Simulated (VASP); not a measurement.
# Nb in VASP: a series of runs, part 2 of 2

VASP 6.6.1.

### 4 Electric field gradients, PBE (equal xy, yz and zx shear strains of -3 %)

File INCAR:

```
SYSTEM = Nb
ALGO = Normal ; EDIFF = 1E-8
ENCUT = 520 ; GGA = PE
ISIF = 2 ; ISMEAR = -1
LASPH = .TRUE. ; LCHARG = .FALSE.
LEFG = .TRUE. ; LREAL = .FALSE.
LWAVE = .FALSE. ; NBANDS = 12
NELM = 60 ; PREC = Accurate
SIGMA = 0.03
```

File KPOINTS:

```
k-points
0
G
  15 15 15
  0 0 0
```

File POSCAR:

```
Nb
1.0
   -1.7138685000      1.6639500000      1.6639500000
    1.6639500000     -1.7138685000      1.6639500000
    1.6639500000      1.6639500000     -1.7138685000
Nb
1
Direct
    0.0000000000      0.0000000000      0.0000000000
```

Potentials or basis: VASP PAW PBE potentials, release 64 (Nb_sv).

Launch:

```console
cat potpaw_PBE.64/Nb_sv/POTCAR > POTCAR
mpirun -np 1 vasp_std > vasp.out
```

OUTCAR:

```text
SYSTEM = Nb
   EDIFF = 1E-8
   ENCUT = 520
   GGA = PE
   ISIF = 2
   ISMEAR = -1
   LASPH = .TRUE.
   LREAL = .FALSE.
   NELM = 60
   PREC = Accurate

 ion  position               nearest neighbor table
   1  0.000  0.000  0.000-

  LATTYP: Found a trigonal (rhomboedric) cell.
 ALAT       =     2.9111517378
 COS(alpha) =    -0.3463033748

  Lattice vectors:

 A1 = (  -1.7138685000,   1.6639500000,   1.6639500000)
 A2 = (   1.6639500000,  -1.7138685000,   1.6639500000)
 A3 = (   1.6639500000,   1.6639500000,  -1.7138685000)

Analysis of symmetry for initial positions (statically):
=====================================================================
 Subroutine PRICEL returns:
 Original cell was already a primitive cell.

 Routine SETGRP: Setting up the symmetry group for a
 trigonal (rhombohedral) supercell.

 Subroutine GETGRP returns: Found 12 space group operations
 (whereof 12 operations were pure point group operations)
 out of a pool of 12 trial point group operations.

The static configuration has the point symmetry D_3d.

Analysis of symmetry for dynamics (positions and initial velocities):
=====================================================================
 Subroutine PRICEL returns:
 Original cell was already a primitive cell.

 Routine SETGRP: Setting up the symmetry group for a
 trigonal (rhombohedral) supercell.

 Subroutine GETGRP returns: Found 12 space group operations
 (whereof 12 operations were pure point group operations)
 out of a pool of 12 trial point group operations.

The dynamic configuration has the point symmetry D_3d.

 Subroutine INISYM returns: Found 12 space group operations
 (whereof 12 operations are pure point group operations),
 and found     1 'primitive' translations

----------------------------------------------------------------------------------------

                                     Primitive cell

  volume of cell :      18.4155

  direct lattice vectors                    reciprocal lattice vectors
    -1.713868500  1.663950000  1.663950000     0.009156157  0.305205219  0.305205219
     1.663950000 -1.713868500  1.663950000     0.305205219  0.009156157  0.305205219
     1.663950000  1.663950000 -1.713868500     0.305205219  0.305205219  0.009156157

  length of vectors
     2.911151738  2.911151738  2.911151738     0.431722465  0.431722465  0.431722465

  position of ions in fractional coordinates (direct lattice)
     0.000000000  0.000000000  0.000000000

  ion indices of the primitive-cell ions
   primitive index   ion index
                 1           1

----------------------------------------------------------------------------------------

 KPOINTS: k-points

Automatic generation of k-mesh.
 Grid dimensions read from file:
 generate k-points for:   15   15   15

 Generating k-lattice:

  Cartesian coordinates                     Fractional coordinates (reciprocal lattice)
     0.000610410  0.020347015  0.020347015     0.066666667 -0.000000000 -0.000000000
[... 72 lines left out ...]
   EMIN   =  10.00;   EMAX   =-10.00  energy-range for DOS
   EFERMI =   0.00;   METHOD = LEGACY
   ISMEAR =    -1;   SIGMA  =   0.03  broadening in eV -4-tet -1-fermi 0-gaus
   EFERMI_NEDOS =   21; number of points for ismear=-14 and -15
   IALGO  =     38    algorithm
   IMIX   =      4    mixing-type and parameters
     AMIX     =   0.40;   BMIX     =  1.00
     AMIX_MAG =   1.60;   BMIX_MAG =  1.00
  volume/ion in A,a.u.               =      18.42       124.27
  Fermi-wavevector in a.u.,A,eV,Ry     =   1.457676  2.754609 28.909931  2.124820
  Thomas-Fermi vector in A             =   2.574450
   LORBIT       =      0    0 simple, 1 ext, 2 COOP (PROOUT), +10 PAW based schemes
   GGA     = PE    functional components
   LHFCALC =     F    Hartree Fock is set to
   AEXX    =    0.0000 exact exchange contribution
   IVDW    =     0    specifies the selected vdW correction
   LEPSILON=     F    determine dielectric tensor
   LRPA    =     F    only Hartree local field effects (RPA)
 non-spin polarized calculation
  energy-cutoff  :      520.00
  volume of cell :       18.42
 maximum number of plane-waves:       513
 NGX is ok and might be reduce to    24
   NGX = 11   NGY = 11   NGZ = 11

 number of electron      13.0000000 magnetization

 Free energy of the ion-electron system (eV)
  ---------------------------------------------------
  ext. energy  EPLUGINS =         0.00000000
  ---------------------------------------------------
  free energy    TOTEN  =       -10.21241679 eV

  energy without entropy =      -10.20757079  energy(sigma->0) =      -10.20999379

 E-fermi :  10.8700     XC(G=0): -12.3840

 val. band max:       10.8697467511   @ k =  -0.3333   0.3333   0.0667
 cond. band min:      10.8714632557   @ k =  -0.4667   0.4667   0.2000
 fundamental gap:      0.0017165046
 Fermi energy:        10.8700313401

 k-point     1 :       0.0000    0.0000    0.0000
  band No.  band energies     occupation
      1     -43.5272      2.00000
      2     -18.9195      2.00000
      3     -18.9195      2.00000
      4     -18.7550      2.00000
      5       4.9717      2.00000
      6      10.8156      1.72017
      7      11.4183      0.00000
      8      11.4183      0.00000
      9      14.1385      0.00000
     10      14.1385      0.00000
     11      24.5435      0.00000
     12      25.2905      0.00000
[... 331 lines left out ...]
 k-point    24 :       0.2000    0.1333   -0.0000
  band No.  band energies     occupation
      1     -43.3641      2.00000
      2     -19.6985      2.00000
      3     -19.1218      2.00000
      4     -18.9687      2.00000
      5       7.5443      2.00000
      6      10.0939      2.00000
      7      10.4232      2.00000
      8      13.1090      0.00000
      9      14.3755      0.00000
     10      14.6011      0.00000
     11      25.1962      0.00000
     12      26.2748      0.00000

 [... further k-points ...]

------------------------ aborting loop because EDIFF is reached ----------------------------------------

  FORCE on cell =-STRESS in cart. coord.  units (eV):
  Direction    XX          YY          ZZ          XY          YZ          ZX
  --------------------------------------------------------------------------------------
  -------------------------------------------------------------------------------------
  Total       -0.2984112     -0.2984112     -0.2984112      0.0414533      0.0414533      0.0414533
  in kB      -25.9621774    -25.9621774    -25.9621774      3.6064938      3.6064938      3.6064938
  external PRESSURE =     -25.9621774 kB  Pullay stress =       0.0000000 kB

 VOLUME and BASIS-vectors are now :
 -----------------------------------------------------------------------------
  energy-cutoff  :      520.00
  volume of cell :       18.42
      direct lattice vectors                 reciprocal lattice vectors
    -1.713868500  1.663950000  1.663950000     0.009156157  0.305205219  0.305205219
     1.663950000 -1.713868500  1.663950000     0.305205219  0.009156157  0.305205219
     1.663950000  1.663950000 -1.713868500     0.305205219  0.305205219  0.009156157

 POSITION                                       TOTAL-FORCE (eV/Angst)
 -----------------------------------------------------------------------------------
      0.00000      0.00000      0.00000        -0.000000     -0.000000      0.000000
 -----------------------------------------------------------------------------------
    total drift:                                0.000000      0.000000      0.000000

  FREE ENERGIE OF THE ION-ELECTRON SYSTEM (eV)
  ---------------------------------------------------
  free  energy   TOTEN  =       -10.2124167924 eV

  energy  without entropy=      -10.2075707896  energy(sigma->0) =      -10.20999379

 Electric field gradients (V/A^2)
---------------------------------------------------------------------
 ion       V_xx      V_yy      V_zz      V_xy      V_xz      V_yz
---------------------------------------------------------------------
   1       0.000    -0.000     0.000    12.217    12.217    12.217
---------------------------------------------------------------------

 Electric field gradients after diagonalization (V/A^2)
 (convention: |V_zz| > |V_xx| > |V_yy|)
----------------------------------------------------------------------
 ion       V_xx      V_yy      V_zz     asymmetry (V_yy - V_xx)/ V_zz
----------------------------------------------------------------------
   1     -12.217   -12.217    24.435       0.000
----------------------------------------------------------------------

           NMR quadrupolar parameters

 Cq : quadrupolar parameter    Cq=e*Q*V_zz/h
 eta: asymmetry parameters     (V_yy - V_xx)/ V_zz
 Q  : nuclear electric quadrupole moment in mb (millibarn)
----------------------------------------------------------------------
 ion       Cq(MHz)       eta       Q (mb)
----------------------------------------------------------------------
   1       0.059       0.000       1.000
----------------------------------------------------------------------
```

stdout:

```text
POSCAR found type information on POSCAR Nb
 POSCAR found :  1 types and       1 ions
 scaLAPACK will be used
 LDA part: xc-table for (Slater+PW92), standard interpolation
 POSCAR, INCAR and KPOINTS ok, starting setup
 FFT: planning ... GRIDC
 FFT: planning ... GRID_SOFT
 FFT: planning ... GRID
 WAVECAR not read
 entering main loop
ion   1
```

Wall time 82 s (1 thread of Intel Xeon 8259CL, shared host); peak memory 0.2 GiB.

Results:

| Property | Result |
| --- | --- |
| Free energy | -10.2124 eV |
| Pressure | -2.6 GPa |
| Band gap on the k mesh | zero (an odd number of electrons rules out a gap without spin polarisation) |
| Largest electric field gradient by atom | Nb +24.4 V/Å² |

Levels at points of the mesh, in eV from the Fermi level:
```
           k point  band 4  band 5  band 6  band 7  band 8  band 9  band 10  band 11
(0.00, 0.00, 0.00)  -29.63   -5.90   -0.05    0.55    0.55    3.27     3.27    13.67
```

Electric field gradients, principal values (V/Å²):
```
atom    least   middle  greatest (by size)
1 Nb  -12.217  -12.217              24.435
```

Caveat: the cell differs from its parent crystal (equal xy, yz and zx shear strains of -3 %); without QUAD_EFG the Cq values of the log hold for a quadrupole moment of 1 mb, not for the nuclei.
